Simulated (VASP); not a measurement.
Here is a VASP 6.6.1 calculation.

The input POSCAR:

```
Au
1.0
    2.7484100000      0.0000000000      0.0000000000
    0.0000000000      2.7484100000      0.0000000000
    0.0000000000      0.0000000000      2.7484100000
Au
1
Direct
    0.5000000000      0.5000000000      0.5000000000
```

INCAR.step1

```
SYSTEM = Au
PREC = Accurate
ENCUT = 520
ISMEAR = 1
SIGMA = 0.05
LREAL = .FALSE.
LASPH = .TRUE.
NELM = 100
NBANDS = 12
GGA = PE
ALGO = Normal
EDIFF = 1E-4
LWAVE = .TRUE.
LCHARG = .FALSE.
```

The input INCAR.step2:

```
SYSTEM = Au
PREC = Accurate
ENCUT = 520
EDIFF = 1E-6
ISMEAR = 1
SIGMA = 0.05
LREAL = .FALSE.
LASPH = .TRUE.
NELM = 100
ALGO = Normal
ISIF = 2
LWAVE = .FALSE.
LCHARG = .FALSE.
METAGGA = R2SCAN
LMIXTAU = .TRUE.
NBANDS = 12
ISTART = 1
```

Contents of KPOINTS:

```
regular mesh
0
G
  13 13 13
  0 0 0
```

Potentials or basis: VASP PAW PBE potentials, release 64 (Au).

Launch:

```console
$ cat potpaw_PBE.64/Au/POTCAR > POTCAR
$ cp INCAR.step1 INCAR
$ mpirun -np 1 vasp_std > vasp.out
$ cp INCAR.step2 INCAR
$ mpirun -np 1 vasp_std > vasp.out
```

(1) Estimate the band gap on the k mesh.

(2) Predict the pressure.

Results:

(1) zero (an odd number of electrons rules out a gap without spin polarisation).

(2) -3.2 GPa.

Caveat: the cell stands under tension; the PAW data sets were made with another functional, which shifts forces and pressure a little; spin-orbit coupling is left out, which moves the levels of the heavy elements.
